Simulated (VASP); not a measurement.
Write the native input for VASP 6.6.1 that does the following.

```yaml
Task: single point
Functional: PBE
Potentials_or_basis: VASP PAW PBE potentials, release 64 (Mo_sv)
Cutoff: 520 eV
k_mesh: 18 × 18 × 18
Occupations: gaussian, width 0.05 eV
Spin: no spin polarisation
Dipole_correction: no
Further_INCAR_settings: ALGO = Fast; EDIFF = 1e-06; NBANDS = 13
```

The structure of Mo lies in POSCAR:

```
Mo
1.0
   -1.5800706153      1.5800706153      1.5800706153
    1.5800706153     -1.5800706153      1.5800706153
    1.5800706153      1.5800706153     -1.5800706153
Mo
1
Direct
    0.0000000000      0.0000000000      0.0000000000
```

The input as run:

INCAR

```
SYSTEM = Mo
ALGO     = Fast           ! electronic algorithm
EDIFF    = 1E-6           ! SCF threshold, eV
ENCUT    = 520            ! plane-wave cutoff, eV
GGA      = PE             ! functional
ISIF     = 2              ! what is computed and relaxed
ISMEAR   = 0              ! smearing method
LASPH    = .TRUE.         ! aspherical terms in the spheres
LCHARG   = .TRUE.         ! write CHGCAR
LELF     = .TRUE.         ! ELF
LREAL    = .FALSE.        ! projectors in reciprocal space
LVHAR    = .TRUE.       
LWAVE    = .FALSE.        ! write WAVECAR
NBANDS   = 13             ! bands
NELM     = 80             ! most SCF steps
PREC     = Accurate       ! precision mode
SIGMA    = 0.05           ! smearing width, eV
```

KPOINTS

```
k-points
0
G
  18 18 18
  0 0 0
```

Potentials or basis: VASP PAW PBE potentials, release 64 (Mo_sv).

Run with:

```console
$ cat potpaw_PBE.64/Mo_sv/POTCAR > POTCAR
$ mpirun -np 1 vasp_std > vasp.out
```

It gave:

```yaml
Pressure: 0.5 GPa
Band_gap_on_the_k_mesh: zero (band 7 reaches 16.37 eV, above the bottom of band 8 at 11.10 eV)
```

Run time: 28 s on 1 thread of Intel(R) Xeon(R) Platinum 8259CL CPU @ 2.50GHz (Skylake/Cascade Lake), with other jobs on the host, peak memory 0.15 GiB.
